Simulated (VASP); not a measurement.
# ZnCu (Pm-3m) in VASP: further runs

The runs below take ZnCu through relaxation of cell and atoms, with PBEsol.

Everything below comes from runs of VASP 6.6.1. Logs are shortened: lines on timing, memory, paths and dates and some standing lists are left out, and cuts for length are marked.

### Step 1. The cell of the first run

The structure is cubic, space group Pm-3m (No. 221). Conventional cell: a = 2.945 Å, b = 2.945 Å, c = 2.945 Å, α = 90.00°, β = 90.00°, γ = 90.00°. Zn (site symmetry m-3m) has 8 Cu at 2.55 Å and 6 Zn at 2.94 Å within 3.4 Å. Cu (site symmetry m-3m) has 8 Zn at 2.55 Å and 6 Cu at 2.94 Å within 3.4 Å.

### Step 2. Relaxation of cell and atoms, PBEsol, target pressure 5 GPa, at which the enthalpy is minimised

INCAR reads:

```
PREC = Accurate
ENCUT = 600
EDIFF = 1E-7
ISMEAR = -1
SIGMA = 0.05
LREAL = F
LASPH = T
NELM = 60
ALGO = Normal
ISIF = 3
LWAVE = F
LCHARG = F
GGA = PS
IBRION = 2
NSW = 80
EDIFFG = -0.02
PSTRESS = 50.0
```

KPOINTS reads:

```
regular mesh
0
Gamma
  9 9 9
```

POSCAR reads:

```
ZnCu
1.0
    2.9450000000      0.0000000000      0.0000000000
    0.0000000000      2.9450000000      0.0000000000
    0.0000000000      0.0000000000      2.9450000000
Zn Cu
1 1
Direct
    0.5000000000      0.5000000000      0.5000000000
    0.0000000000      0.0000000000      0.0000000000
```

Potentials or basis: VASP PAW PBE potentials, release 64 (Zn, Cu).

On the command line:

```console
$ cat potpaw_PBE.64/Zn/POTCAR potpaw_PBE.64/Cu/POTCAR > POTCAR
$ mpirun -np 1 vasp_std > vasp.out
```

OUTCAR:

```text
PREC = Accurate
   ENCUT = 600
   EDIFF = 1E-7
   ISMEAR = -1
   LREAL = F
   LASPH = T
   NELM = 60
   ISIF = 3
   GGA = PS
   IBRION = 2
   NSW = 80
   EDIFFG = -0.02
   PSTRESS = 50.0

 ion  position               nearest neighbor table
   1  0.500  0.500  0.500-   2 2.55   2 2.55   2 2.55   2 2.55   2 2.55   2 2.55   2 2.55   2 2.55

   2  0.000  0.000  0.000-   1 2.55   1 2.55   1 2.55   1 2.55   1 2.55   1 2.55   1 2.55   1 2.55

  LATTYP: Found a simple cubic cell.
 ALAT       =     2.9450000000

  Lattice vectors:

 A1 = (   2.9450000000,   0.0000000000,   0.0000000000)
 A2 = (   0.0000000000,   2.9450000000,   0.0000000000)
 A3 = (   0.0000000000,   0.0000000000,   2.9450000000)

Analysis of symmetry for initial positions (statically):
=====================================================================
 Subroutine PRICEL returns:
 Original cell was already a primitive cell.

 Routine SETGRP: Setting up the symmetry group for a
 simple cubic supercell.

 Subroutine GETGRP returns: Found 48 space group operations
 (whereof 48 operations were pure point group operations)
 out of a pool of 48 trial point group operations.

The static configuration has the point symmetry O_h .

Analysis of symmetry for dynamics (positions and initial velocities):
=====================================================================
 Subroutine PRICEL returns:
 Original cell was already a primitive cell.

 Routine SETGRP: Setting up the symmetry group for a
 simple cubic supercell.

 Subroutine GETGRP returns: Found 48 space group operations
 (whereof 48 operations were pure point group operations)
 out of a pool of 48 trial point group operations.

The dynamic configuration has the point symmetry O_h .

 Subroutine INISYM returns: Found 48 space group operations
 (whereof 48 operations are pure point group operations),
 and found     1 'primitive' translations

----------------------------------------------------------------------------------------

                                     Primitive cell

  volume of cell :      25.5421

  direct lattice vectors                    reciprocal lattice vectors
     2.945000000  0.000000000  0.000000000     0.339558574  0.000000000  0.000000000
     0.000000000  2.945000000  0.000000000     0.000000000  0.339558574  0.000000000
     0.000000000  0.000000000  2.945000000     0.000000000  0.000000000  0.339558574

  length of vectors
     2.945000000  2.945000000  2.945000000     0.339558574  0.339558574  0.339558574

  position of ions in fractional coordinates (direct lattice)
     0.500000000  0.500000000  0.500000000
     0.000000000  0.000000000  0.000000000

  ion indices of the primitive-cell ions
   primitive index   ion index
                 1           1
                 2           2

----------------------------------------------------------------------------------------

 KPOINTS: regular mesh

Automatic generation of k-mesh.
 Grid dimensions read from file:
 generate k-points for:    9    9    9

 Generating k-lattice:

  Cartesian coordinates                     Fractional coordinates (reciprocal lattice)
     0.037728730  0.000000000  0.000000000     0.111111111  0.000000000  0.000000000
     0.000000000  0.037728730  0.000000000     0.000000000  0.111111111  0.000000000
     0.000000000  0.000000000  0.037728730     0.000000000  0.000000000  0.111111111

  Length of vectors
     0.037728730  0.037728730  0.037728730

  Shift w.r.t. Gamma in fractional coordinates (k-lattice)
     0.000000000  0.000000000  0.000000000

 Subroutine IBZKPT returns following result:
 ===========================================

 Found     35 irreducible k-points:

 Following reciprocal coordinates:
            Coordinates               Weight
  0.000000  0.000000  0.000000      1.000000
  0.111111  0.000000  0.000000      6.000000
  0.222222  0.000000  0.000000      6.000000
  0.333333  0.000000  0.000000      6.000000
  0.444444  0.000000  0.000000      6.000000
  0.111111  0.111111  0.000000     12.000000
[... 16 lines left out ...]
  0.333333  0.333333  0.111111     24.000000
  0.444444  0.333333  0.111111     48.000000
 [... further k-points ...]
   k-points           NKPTS =     35   k-points in BZ     NKDIM =     35   number of bands    NBANDS=     15
   number of dos      NEDOS =    301   number of ions     NIONS =      2
   total plane-waves  NPLWV =  13824
   dimension x,y,z NGX =    24 NGY =   24 NGZ =   24
   dimension x,y,z NGXF=    48 NGYF=   48 NGZF=   48
   ions per type =               1   1
   NGX,Y,Z   is equivalent  to a cutoff of  13.55, 13.55, 13.55 a.u.
   NGXF,Y,Z  is equivalent  to a cutoff of  27.10, 27.10, 27.10 a.u.
 SYSTEM =  unknown system
   PREC   = accura    normal or accurate (medium, high low for compatibility)
   ISTART =      0    job   : 0-new  1-cont  2-samecut
   ICHARG =      2    charge: 1-file 2-atom 10-const
   ISPIN  =      1    spin polarized calculation?
   LNONCOLLINEAR =      F non collinear calculations
   LSORBIT =      F    spin-orbit coupling
   LASPH  =      T    aspherical Exc in radial PAW
   ENCUT  =  600.0 eV  44.10 Ry    6.64 a.u.   5.88  5.88  5.88*2*pi/ulx,y,z
   NELM   =     60;   NELMIN=  2; NELMDL= -5     # of ELM steps
   EDIFF  = 0.1E-06   stopping-criterion for ELM
   LREAL  =      F    real-space projection
   EDIFFG = -.2E-01   stopping-criterion for IOM
   NSW    =     80    number of steps for IOM
   IBRION =      2    ionic relax: 0-MD 1-quasi-New 2-CG
   NFREE  =      1    steps in history (QN), initial steepest desc. (CG)
   ISIF   =      3    stress and relaxation
   ISYM   =      2    0-nonsym 1-usesym 2-fastsym
   POTIM  = 0.5000    time-step for ionic-motion
   TEBEG  =    0.0;   TEEND  =   0.0 temperature during run
   PSTRESS=   50.0 pullay stress
   NELECT =      23.0000    total number of electrons
   NUPDOWN=      -1.0000    fix difference up-down
   EMIN   =  10.00;   EMAX   =-10.00  energy-range for DOS
   EFERMI =   0.00;   METHOD = LEGACY
   ISMEAR =    -1;   SIGMA  =   0.05  broadening in eV -4-tet -1-fermi 0-gaus
   EFERMI_NEDOS =   21; number of points for ismear=-14 and -15
   IALGO  =     38    algorithm
   IMIX   =      4    mixing-type and parameters
     AMIX     =   0.40;   BMIX     =  1.00
     AMIX_MAG =   1.60;   BMIX_MAG =  1.00
  volume/ion in A,a.u.               =      12.77        86.18
  Fermi-wavevector in a.u.,A,eV,Ry     =   1.580880  2.987429 34.003415  2.499180
  Thomas-Fermi vector in A             =   2.681040
   LORBIT       =      0    0 simple, 1 ext, 2 COOP (PROOUT), +10 PAW based schemes
   GGA     = PS    functional components
   LHFCALC =     F    Hartree Fock is set to
   AEXX    =    0.0000 exact exchange contribution
   IVDW    =     0    specifies the selected vdW correction
   LEPSILON=     F    determine dielectric tensor
   LRPA    =     F    only Hartree local field effects (RPA)
 conjugate gradient relaxation of ions
 non-spin polarized calculation
  energy-cutoff  :      600.00
  volume of cell :       25.54
 maximum number of plane-waves:       870
 NGX is ok and might be reduce to    24
   NGX = 11   NGY = 11   NGZ = 11

--------------------------------------- Ionic step        1  -------------------------------------------

 number of electron      23.0000000 magnetization

 Free energy of the ion-electron system (eV)
  ---------------------------------------------------
  ext. energy  EPLUGINS =         0.00000000
  ---------------------------------------------------
  free energy    TOTEN  =        -6.07300982 eV

  energy without entropy =       -6.06876975  energy(sigma->0) =       -6.07088979

------------------------ aborting loop because EDIFF is reached ----------------------------------------

  FORCE on cell =-STRESS in cart. coord.  units (eV):
  Direction    XX          YY          ZZ          XY          YZ          ZX
  --------------------------------------------------------------------------------------
  -------------------------------------------------------------------------------------
  Total       -0.6036492     -0.6036492     -0.6036492     -0.0000000      0.0000000     -0.0000000
  in kB      -37.8651184    -37.8651184    -37.8651184     -0.0000000      0.0000000     -0.0000000
  external PRESSURE =     -87.8651184 kB  Pullay stress =      50.0000000 kB
[... 61 lines left out ...]
  enthalpy is  TOTEN    =        -5.3049889356 eV   P V=        0.7190060506

--------------------------------------- Ionic step        3  -------------------------------------------

 number of electron      22.9999980 magnetization

 Free energy of the ion-electron system (eV)
  ---------------------------------------------------
  ext. energy  EPLUGINS =         0.00000000
  ---------------------------------------------------
  free energy    TOTEN  =        -6.07002214 eV

  energy without entropy =       -6.06611593  energy(sigma->0) =       -6.06806904

 E-fermi :   6.0549     XC(G=0): -12.9352

 val. band max:        5.9535940619   @ k =   0.3333   0.2222   0.0000
 cond. band min:       6.1513355199   @ k =   0.4444   0.4444   0.2222
 fundamental gap:      0.1977414580
 Fermi energy:         6.0548775960

 k-point     1 :       0.0000    0.0000    0.0000
  band No.  band energies     occupation
      1      -4.8817      2.00000
      2      -2.0547      2.00000
      3      -2.0547      2.00000
      4      -1.2412      2.00000
      5      -1.2412      2.00000
      6      -1.2412      2.00000
      7       2.2402      2.00000
      8       2.2402      2.00000
      9       3.1566      2.00000
     10       3.1566      2.00000
     11       3.1566      2.00000
     12      12.4297      0.00000
     13      12.4297      0.00000
     14      12.4297      0.00000
     15      17.6824      0.00000
[... 397 lines left out ...]
 k-point    24 :       0.4444    0.3333    0.1111
  band No.  band energies     occupation
      1      -2.1216      2.00000
      2      -1.8182      2.00000
      3      -1.5664      2.00000
      4      -1.5006      2.00000
      5      -1.1487      2.00000
      6       0.6927      2.00000
      7       1.8805      2.00000
      8       2.4868      2.00000
      9       2.6070      2.00000
     10       3.0761      2.00000
     11       3.5523      2.00000
     12       4.8215      2.00000
     13       9.4889      0.00000
     14      11.3818      0.00000
     15      16.6692      0.00000

 [... further k-points ...]
[... 5 lines left out ...]
  --------------------------------------------------------------------------------------
  -------------------------------------------------------------------------------------
  Total        0.7453324      0.7453324      0.7453324      0.0000000      0.0000000     -0.0000000
  in kB       49.8821879     49.8821879     49.8821879      0.0000000      0.0000000     -0.0000000
  external PRESSURE =      -0.1178121 kB  Pullay stress =      50.0000000 kB
[... 17 lines left out ...]
  FREE ENERGIE OF THE ION-ELECTRON SYSTEM (eV)
  ---------------------------------------------------
  free  energy   TOTEN  =        -6.0700221429 eV

  energy  without entropy=       -6.0661159281  energy(sigma->0) =       -6.06806904

  enthalpy is  TOTEN    =        -5.3229294290 eV   P V=        0.7470927139

 reached required accuracy - stopping structural energy minimisation
```

Wall time 27 s (1 thread of Intel Xeon Platinum 8488C (Sapphire Rapids), shared host); peak memory 0.15 GiB.

Results:

| Quantity | Value |
| --- | --- |
| Free energy | -6.0700 eV |
| Relaxed volume | 11.97 Å³/atom |
| Relaxed cell | a = 2.882 Å, b = 2.882 Å, c = 2.882 Å, α = 90.00°, β = 90.00°, γ = 90.00° |
| Space group after relaxing (to 0.05 Å) | Pm-3m (No. 221) |
| Energy change on relaxing (the enthalpy is what falls) | +1.5 meV/atom |
| Ionic steps | 3 |
| Pressure after relaxing | 5.0 GPa |

Step by step:
```tsv
step	energy change (eV)	largest force (eV/Å)	pressure (GPa)	volume (Å³)
1	0.0000	0.0000	-3.79	25.54
2	0.0490	0.0000	11.61	23.04
3	0.0030	0.0000	4.99	23.94
```

Final structure:
```cif
data_structure
_symmetry_space_group_name_H-M 'P 1'
_symmetry_Int_Tables_number 1
_cell_length_a 2.8821
_cell_length_b 2.8821
_cell_length_c 2.8821
_cell_angle_alpha 90.000
_cell_angle_beta 90.000
_cell_angle_gamma 90.000
_cell_volume 23.94
loop_
_atom_site_label
_atom_site_type_symbol
_atom_site_fract_x
_atom_site_fract_y
_atom_site_fract_z
_atom_site_occupancy
Zn1 Zn 0.50000 0.50000 0.50000 1
Cu1 Cu 0.00000 0.00000 0.00000 1
```

Levels at points of the mesh, in eV from the Fermi level:
| k point | band 9 | band 10 | band 11 | band 12 | band 13 | band 14 |
| --- | --- | --- | --- | --- | --- | --- |
| (0.00, 0.00, 0.00) | -2.90 | -2.90 | -2.90 | 6.37 | 6.37 | 6.37 |

Caveat: the cell is relaxed towards a set pressure, so the enthalpy falls and the energy may rise; the PAW data sets were made with another functional, which shifts forces and pressure a little.

### Step 3. Relaxation of cell and atoms, PBEsol, target pressure 10 GPa, at which the enthalpy is minimised

INCAR reads:

```
PREC     = Accurate       # precision mode
ENCUT    = 600            # plane-wave cutoff, eV
EDIFF    = 1E-7           # SCF threshold, eV
ISMEAR   = -1             # smearing method
SIGMA    = 0.05           # smearing width, eV
LREAL    = F              # projectors in reciprocal space
LASPH    = T              # aspherical terms in the spheres
NELM     = 60             # most SCF steps
ALGO     = Normal         # electronic algorithm
ISIF     = 3              # what is computed and relaxed
LWAVE    = F              # write WAVECAR
LCHARG   = F              # write CHGCAR
GGA      = PS             # functional
IBRION   = 2              # ionic algorithm
NSW      = 80             # ionic steps
EDIFFG   = -0.02          # ionic threshold
PSTRESS  = 100.0
```

KPOINTS reads:

```
Automatic mesh
0
Gamma
  9 9 9
```

POSCAR is that of step 2.

Potentials or basis: VASP PAW PBE potentials, release 64 (Zn, Cu).

On the command line:

```console
$ cat potpaw_PBE.64/Zn/POTCAR potpaw_PBE.64/Cu/POTCAR > POTCAR
$ mpirun -np 1 vasp_std > vasp.out
```

Run time: 30 s. Hardware: 1 thread of Intel Xeon Platinum 8488C (Sapphire Rapids), shared host; peak memory 0.15 GiB.

The run converged. Its results:

| Quantity | Value |
| --- | --- |
| Free energy | -6.0388 eV |
| Relaxed volume | 11.63 Å³/atom |
| Relaxed cell | a = 2.855 Å, b = 2.855 Å, c = 2.855 Å, α = 90.00°, β = 90.00°, γ = 90.00° |
| Space group after relaxing (to 0.05 Å) | Pm-3m (No. 221) |
| Energy change on relaxing (the enthalpy is what falls) | +17.1 meV/atom |
| Ionic steps | 3 |
| Pressure after relaxing | 9.9 GPa |

Step by step:
```csv
step,energy change (eV),largest force (eV/Å),pressure (GPa),volume (Å³)
1,0.0000,0.0000,-3.79,25.54
2,0.1994,0.0000,24.83,21.69
3,0.0342,0.0000,9.89,23.26
```

Final structure:
```
CELL_PARAMETERS angstrom
2.85457 0.00000 0.00000
0.00000 2.85457 0.00000
0.00000 0.00000 2.85457
ATOMIC_POSITIONS crystal
Zn 0.50000 0.50000 0.50000
Cu 0.00000 0.00000 0.00000
```

Levels at points of the mesh, in eV from the Fermi level:
```
           k point  band 8  band 9  band 10  band 11  band 12  band 13  band 14  band 15
(0.00, 0.00, 0.00)   -3.90   -2.95    -2.95    -2.95     6.48     6.48     6.48    11.82
```

Caveat: the cell is relaxed towards a set pressure, so the enthalpy falls and the energy may rise; the PAW data sets were made with another functional, which shifts forces and pressure a little.

### Step 4. Relaxation of cell and atoms, PBEsol, target pressure 20 GPa, at which the enthalpy is minimised

INCAR reads:

```
PREC = Accurate
ENCUT = 600
EDIFF = 1E-6
ISMEAR = -1
SIGMA = 0.05
LREAL = False
LASPH = True
NELM = 60
ALGO = Normal
ISIF = 3
LWAVE = False
LCHARG = False
GGA = PS
IBRION = 2
NSW = 80
EDIFFG = -0.02
PSTRESS = 200.0
```

KPOINTS is that of step 3.

POSCAR is that of step 3.

On the command line:

```console
$ cat potpaw_PBE.64/Zn/POTCAR potpaw_PBE.64/Cu/POTCAR > POTCAR
$ mpirun -np 1 vasp_std > vasp.out
```

Wall time 31 s (1 thread of Intel Xeon Platinum 8488C (Sapphire Rapids), shared host); peak memory 0.15 GiB.

It converged, with:

* Free energy: -5.9377 eV
* Relaxed volume: 11.08 Å³/atom
* Relaxed cell: a = 2.808 Å, b = 2.808 Å, c = 2.808 Å, α = 90.00°, β = 90.00°, γ = 90.00°
* Space group after relaxing (to 0.05 Å): Pm-3m (No. 221)
* Energy change on relaxing (the enthalpy is what falls): +67.7 meV/atom
* Ionic steps: 4
* Pressure after relaxing: 19.8 GPa

The path:
```
step  energy change (eV)  largest force (eV/Å)  pressure (GPa)  volume (Å³)
   1              0.0000                0.0000           -3.86        25.54
   2              0.8874                0.0000           65.95        19.14
   3              0.1265                0.0000           19.09        22.22
   4              0.1353                0.0000           19.76        22.15
```

Final structure:
```yaml
crystal:
  lattice:
    - [2.80848, 0.00000, 0.00000]
    - [0.00000, 2.80848, 0.00000]
    - [0.00000, 0.00000, 2.80848]
  atoms:
    - { symbol: Zn, position: [0.50000, 0.50000, 0.50000] }
    - { symbol: Cu, position: [0.00000, 0.00000, 0.00000] }
```

Levels at points of the mesh, in eV from the Fermi level:
```csv
k point,band 8,band 9,band 10,band 11,band 12,band 13,band 14,band 15
"(0.00, 0.00, 0.00)",-4.06,-3.05,-3.05,-3.05,6.67,6.67,6.67,12.16
```

Caveat: the cell is relaxed towards a set pressure, so the enthalpy falls and the energy may rise; the PAW data sets were made with another functional, which shifts forces and pressure a little.

### Step 5. Summary

```tsv
cell	gap on the mesh (eV)	pressure (GPa)
relaxed to 5 GPa	none	5.0
relaxed to 10 GPa	none	9.9
relaxed to 20 GPa	none	19.8
```

Alike in all rows: task relaxation of cell and atoms; level PBEsol; potentials or basis VASP PAW PBE potentials, release 64 (Zn, Cu); no spin polarisation; k mesh 9 × 9 × 9; cutoff (eV) 600; smearing fermi-dirac 0.05 eV.

Caveats: the cell is relaxed towards a set pressure, so the enthalpy falls and the energy may rise; the PAW data sets were made with another functional, which shifts forces and pressure a little.

Total energies depend on the potentials used, so only differences within one code and one set of settings carry meaning.
